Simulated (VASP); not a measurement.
# SiC5 (P1) in VASP: single point with PBE

Aim: the single point of SiC5 with PBE.

All numbers are computed with VASP 6.6.1; they aren't measurements. Logs are shortened: lines on timing, memory, paths and dates and some standing lists are left out, and cuts for length are marked.

## Step 1: The cell of the first run

The typed cell holds 12 atoms: a = 3.791 Å, b = 4.033 Å, c = 8.642 Å, α = 83.60°, β = 88.90°, γ = 89.85°.

## Step 2: Single point, PBE

INCAR

```
ALGO = Normal
EDIFF = 1E-6
ENCUT = 520
GGA = PE
ISIF = 2
ISMEAR = 0
LASPH = True
LCHARG = False
LREAL = False
LWAVE = False
NBANDS = 36
NELM = 100
PREC = Accurate
SIGMA = 0.1
```

KPOINTS

```
k-points
0
Gamma
  4 4 2
```

POSCAR

```
SiC5
1.0
    3.7909912954      0.0000000000      0.0000000000
    0.0102971013      4.0328090469      0.0000000000
    0.1666615390      0.9632594055      8.5868697615
Si C
2 10
Direct
    0.5401274596      0.8368585829      0.6666482581
    0.4947067971      0.9676455987      0.3214573524
    0.5102494930      0.5572775540      0.5012189368
    0.4970779380      0.4038842197      0.9782216849
    0.8814904354      0.2261055700      0.7834012378
    0.0981148935      0.6859610497      0.1913800646
    0.5096215418      0.2276734615      0.1251956992
    0.5110972404      0.2439673698      0.4897785670
    0.0489290936      0.9907152893      0.7250261431
    0.9822341989      0.8826112057      0.2959761381
    0.6377792250      0.4540335017      0.8254799356
    0.2885716837      0.5232665969      0.0962159826
```

Potentials or basis: VASP PAW PBE potentials, release 64 (Si, C).

On the command line:

```
$ cat potpaw_PBE.64/Si/POTCAR potpaw_PBE.64/C/POTCAR > POTCAR
$ mpirun -np 1 vasp_std > vasp.out
```

OUTCAR:

```text
EDIFF = 1E-6
   ENCUT = 520
   GGA = PE
   ISIF = 2
   ISMEAR = 0
   LASPH = True
   LREAL = False
   NELM = 100
   PREC = Accurate

 ion  position               nearest neighbor table
   1  0.540  0.837  0.667-   3 1.92  11 1.99   9 2.03   9 2.12   8 2.12   5 2.36   2 2.98
   2  0.495  0.968  0.321-   7 1.89  10 1.89   8 1.93  10 1.99   3 2.14   6 2.27   1 2.98
   3  0.510  0.557  0.501-   8 1.28   1 1.92   2 2.14
   4  0.497  0.404  0.978-   7 1.39  12 1.40  11 1.41
   5  0.881  0.226  0.783-   9 1.28  11 1.37   1 2.36
   6  0.098  0.686  0.191-  12 1.31  10 1.33   2 2.27
   7  0.510  0.228  0.125-   4 1.39  12 1.46   2 1.89
   8  0.511  0.244  0.490-   3 1.28   2 1.93   1 2.12
   9  0.049  0.991  0.725-   5 1.28   1 2.03   1 2.12
  10  0.982  0.883  0.296-   6 1.33   2 1.89   2 1.99
  11  0.638  0.454  0.825-   5 1.37   4 1.41   1 1.99
  12  0.289  0.523  0.096-   6 1.31   4 1.40   7 1.46

  LATTYP: Found a triclinic cell.
 ALAT       =     8.6423363191
 B/A-ratio  =     0.4666356462
 C/A-ratio  =     0.4386535256
 COS(alpha) =     0.0025533239
 COS(beta)  =     0.0192843154
 COS(gamma) =     0.1115070938

  Lattice vectors:

 A1 = (  -0.1666615390,  -0.9632594055,  -8.5868697615)
 A2 = (  -0.0102971013,  -4.0328090469,   0.0000000000)
 A3 = (  -3.7909912954,   0.0000000000,   0.0000000000)

Analysis of symmetry for initial positions (statically):
=====================================================================
 Subroutine PRICEL returns:
 Original cell was already a primitive cell.

 Routine SETGRP: Setting up the symmetry group for a
 triclinic supercell.

 Subroutine GETGRP returns: Found  1 space group operations
 (whereof  1 operations were pure point group operations)
 out of a pool of  2 trial point group operations.

The static configuration has the point symmetry C_1 .

Analysis of symmetry for dynamics (positions and initial velocities):
=====================================================================
 Subroutine PRICEL returns:
 Original cell was already a primitive cell.

 Routine SETGRP: Setting up the symmetry group for a
 triclinic supercell.

 Subroutine GETGRP returns: Found  1 space group operations
 (whereof  1 operations were pure point group operations)
 out of a pool of  2 trial point group operations.

The dynamic configuration has the point symmetry C_1 .

 Subroutine INISYM returns: Found  1 space group operations
 (whereof  1 operations are pure point group operations),
 and found     1 'primitive' translations

----------------------------------------------------------------------------------------

                                     Primitive cell

  volume of cell :     131.2790

  direct lattice vectors                    reciprocal lattice vectors
     3.790991295  0.000000000  0.000000000     0.263783249 -0.000673526 -0.005044183
     0.010297101  4.032809047  0.000000000     0.000000000  0.247966117 -0.027816387
     0.166661539  0.963259405  8.586869761     0.000000000  0.000000000  0.116456873

  length of vectors
     3.790991295  4.032822193  8.642336319     0.263832333  0.249521435  0.116456873

  position of ions in fractional coordinates (direct lattice)
     0.540127460  0.836858583  0.666648258
     0.494706797  0.967645599  0.321457352
     0.510249493  0.557277554  0.501218937
     0.497077938  0.403884220  0.978221685
     0.881490435  0.226105570  0.783401238
     0.098114893  0.685961050  0.191380065
     0.509621542  0.227673461  0.125195699
     0.511097240  0.243967370  0.489778567
     0.048929094  0.990715289  0.725026143
     0.982234199  0.882611206  0.295976138
     0.637779225  0.454033502  0.825479936
     0.288571684  0.523266597  0.096215983

  ion indices of the primitive-cell ions
   primitive index   ion index
                 1           1
                 2           2
                 3           3
                 4           4
                 5           5
                 6           6
                 7           7
                 8           8
                 9           9
                10          10
                11          11
                12          12

----------------------------------------------------------------------------------------

 KPOINTS: k-points

Automatic generation of k-mesh.
 Grid dimensions read from file:
 generate k-points for:    4    4    2

 Generating k-lattice:

  Cartesian coordinates                     Fractional coordinates (reciprocal lattice)
     0.065945812 -0.000168382 -0.001261046     0.250000000 -0.000000000 -0.000000000
     0.000000000  0.061991529 -0.006954097     0.000000000  0.250000000 -0.000000000
     0.000000000  0.000000000  0.058228436     0.000000000  0.000000000  0.500000000

  Length of vectors
     0.065958083  0.062380359  0.058228436

  Shift w.r.t. Gamma in fractional coordinates (k-lattice)
     0.000000000  0.000000000  0.000000000

 Subroutine IBZKPT returns following result:
 ===========================================

 Found     20 irreducible k-points:

 Following reciprocal coordinates:
            Coordinates               Weight
  0.000000  0.000000  0.000000      1.000000
  0.250000  0.000000  0.000000      2.000000
  0.500000  0.000000  0.000000      1.000000
  0.000000  0.250000  0.000000      2.000000
  0.250000  0.250000 -0.000000      2.000000
  0.500000  0.250000  0.000000      2.000000
[... 12 lines left out ...]
  0.250000  0.500000  0.500000      2.000000
  0.500000  0.500000  0.500000      1.000000
   k-points           NKPTS =     20   k-points in BZ     NKDIM =     20   number of bands    NBANDS=     36
   number of dos      NEDOS =    301   number of ions     NIONS =     12
   total plane-waves  NPLWV =  53760
   dimension x,y,z NGX =    28 NGY =   30 NGZ =   64
   dimension x,y,z NGXF=    56 NGYF=   60 NGZF=  128
   ions per type =               2  10
   NGX,Y,Z   is equivalent  to a cutoff of  12.28, 12.37, 12.31 a.u.
   NGXF,Y,Z  is equivalent  to a cutoff of  24.56, 24.73, 24.62 a.u.
 SYSTEM =  unknown system
   PREC   = accura    normal or accurate (medium, high low for compatibility)
   ISTART =      0    job   : 0-new  1-cont  2-samecut
   ICHARG =      2    charge: 1-file 2-atom 10-const
   ISPIN  =      1    spin polarized calculation?
   LNONCOLLINEAR =      F non collinear calculations
   LSORBIT =      F    spin-orbit coupling
   LASPH  =      T    aspherical Exc in radial PAW
   ENCUT  =  520.0 eV  38.22 Ry    6.18 a.u.   7.05  7.50 16.07*2*pi/ulx,y,z
   NELM   =    100;   NELMIN=  2; NELMDL= -5     # of ELM steps
   EDIFF  = 0.1E-05   stopping-criterion for ELM
   LREAL  =      F    real-space projection
   EDIFFG = 0.1E-04   stopping-criterion for IOM
   NSW    =      0    number of steps for IOM
   IBRION =     -1    ionic relax: 0-MD 1-quasi-New 2-CG
   NFREE  =      0    steps in history (QN), initial steepest desc. (CG)
   ISIF   =      2    stress and relaxation
   ISYM   =      2    0-nonsym 1-usesym 2-fastsym
   POTIM  = 0.5000    time-step for ionic-motion
   TEBEG  =    0.0;   TEEND  =   0.0 temperature during run
   PSTRESS=    0.0 pullay stress
   NELECT =      48.0000    total number of electrons
   NUPDOWN=      -1.0000    fix difference up-down
   EMIN   =  10.00;   EMAX   =-10.00  energy-range for DOS
   EFERMI =   0.00;   METHOD = LEGACY
   ISMEAR =     0;   SIGMA  =   0.10  broadening in eV -4-tet -1-fermi 0-gaus
   EFERMI_NEDOS =   21; number of points for ismear=-14 and -15
   IALGO  =     38    algorithm
   IMIX   =      4    mixing-type and parameters
     AMIX     =   0.40;   BMIX     =  1.00
     AMIX_MAG =   1.60;   BMIX_MAG =  1.00
  volume/ion in A,a.u.               =      10.94        73.83
  Fermi-wavevector in a.u.,A,eV,Ry     =   1.170640  2.212189 18.645406  1.370399
  Thomas-Fermi vector in A             =   2.307096
   LORBIT       =      0    0 simple, 1 ext, 2 COOP (PROOUT), +10 PAW based schemes
   GGA     = PE    functional components
   LHFCALC =     F    Hartree Fock is set to
   AEXX    =    0.0000 exact exchange contribution
   IVDW    =     0    specifies the selected vdW correction
   LEPSILON=     F    determine dielectric tensor
   LRPA    =     F    only Hartree local field effects (RPA)
 non-spin polarized calculation
 Gauss-broadening in eV      SIGMA  =   0.10
  energy-cutoff  :      520.00
  volume of cell :      131.28
 maximum number of plane-waves:      3556
   NGX = 15   NGY = 15   NGZ = 33

 number of electron      47.9999999 magnetization

 Free energy of the ion-electron system (eV)
  ---------------------------------------------------
  ext. energy  EPLUGINS =         0.00000000
  ---------------------------------------------------
  free energy    TOTEN  =       -90.40122041 eV

  energy without entropy =      -90.38768913  energy(sigma->0) =      -90.39445477

 E-fermi :   4.4163     XC(G=0): -10.0075

 val. band max:        4.3802546184   @ k =   0.2500   0.5000   0.0000
 cond. band min:       4.4487144952   @ k =   0.0000   0.0000   0.0000
 fundamental gap:      0.0684598768
 Fermi energy:         4.4163313326

 k-point     1 :       0.0000    0.0000    0.0000
  band No.  band energies     occupation
      1     -14.6921      2.00000
      2     -12.1336      2.00000
      3     -11.4559      2.00000
      4      -9.8584      2.00000
      5      -8.8864      2.00000
      6      -7.6592      2.00000
[... 28 lines left out ...]
     35      11.0461      0.00000
     36      11.5529      0.00000

 k-point     2 :       0.2500    0.0000    0.0000
  band No.  band energies     occupation
      1     -14.5919      2.00000
      2     -11.9302      2.00000
      3     -11.2372      2.00000
      4      -9.9818      2.00000
      5      -8.9697      2.00000
      6      -7.6556      2.00000
[... 694 lines left out ...]
 k-point    20 :       0.5000    0.5000    0.5000
  band No.  band energies     occupation
      1     -14.3497      2.00000
      2     -11.2813      2.00000
      3     -10.8675      2.00000
      4      -9.5888      2.00000
      5      -9.3373      2.00000
      6      -7.8765      2.00000
[... 28 lines left out ...]
     35      11.8865      0.00000
     36      12.4188      0.00000

------------------------ aborting loop because EDIFF is reached ----------------------------------------

  FORCE on cell =-STRESS in cart. coord.  units (eV):
  Direction    XX          YY          ZZ          XY          YZ          ZX
  --------------------------------------------------------------------------------------
  -------------------------------------------------------------------------------------
  Total       -2.1383512      2.6621956     -1.5072008      2.1547913      1.0601370      0.2398452
  in kB      -26.0972233     32.4904117    -18.3944322     26.2978637     12.9383009      2.9271593
  external PRESSURE =      -4.0004146 kB  Pullay stress =       0.0000000 kB

 VOLUME and BASIS-vectors are now :
 -----------------------------------------------------------------------------
  energy-cutoff  :      520.00
  volume of cell :      131.28
      direct lattice vectors                 reciprocal lattice vectors
     3.790991295  0.000000000  0.000000000     0.263783249 -0.000673526 -0.005044183
     0.010297101  4.032809047  0.000000000     0.000000000  0.247966117 -0.027816387
     0.166661539  0.963259405  8.586869761     0.000000000  0.000000000  0.116456873

 POSITION                                       TOTAL-FORCE (eV/Angst)
 -----------------------------------------------------------------------------------
      2.16734      4.01705      5.72442        -0.370393     -0.133069     -0.187851
      1.93897      4.21198      2.76031        -0.213640      0.296325      1.262252
      2.02362      2.73020      4.30390        -0.078449      0.685709     -0.270122
      2.05161      2.57107      8.39986         0.391855      0.014351      0.160244
      3.47461      1.66646      6.72696        -0.295569      0.085890      0.099327
      0.41091      2.95070      1.64336        -1.095435      2.023609      0.895187
      1.95518      1.03876      1.07504        -0.696615      0.449361     -0.234037
      2.02170      1.45566      4.20566         0.113082     -0.637496     -0.071896
      0.31653      4.69375      6.22571         0.288819     -0.112826     -0.278526
      3.78206      3.84450      2.54151         1.229219     -1.902242     -1.452461
      2.56007      2.62618      7.08829         0.158124      0.047446      0.008515
      1.11540      2.20292      0.82619         0.569003     -0.817059      0.069367
 -----------------------------------------------------------------------------------
    total drift:                                0.000249     -0.000221     -0.000174

  FREE ENERGIE OF THE ION-ELECTRON SYSTEM (eV)
  ---------------------------------------------------
  free  energy   TOTEN  =       -90.4012204098 eV

  energy  without entropy=      -90.3876891319  energy(sigma->0) =      -90.39445477
```

Wall time 42 s (1 thread of Intel Xeon 6975P-C (Granite Rapids), shared host); peak memory 0.24 GiB.

What came out:

```
Free energy            : -90.4012 eV
Pressure               : -0.4 GPa
Largest force          : 2.691 eV/Å
Band gap on the k mesh : zero (bands 24 and 25 overlap by 0.80 eV)
```

Forces on the atoms (eV/Å):
```
Si  -0.370 -0.133 -0.188
Si  -0.214  0.296  1.262
C   -0.078  0.686 -0.270
C    0.392  0.014  0.160
C   -0.296  0.086  0.099
C   -1.095  2.024  0.895
C   -0.697  0.449 -0.234
C    0.113 -0.637 -0.072
C    0.289 -0.113 -0.279
C    1.229 -1.902 -1.452
C    0.158  0.047  0.009
C    0.569 -0.817  0.069
```

Caveat: the k points lie up to 0.41 Å⁻¹ apart, too coarse for converged energies and pressures of a metal; forces of over 1 eV/Å act on the atoms, so gaps and moduli don't describe the material at rest.
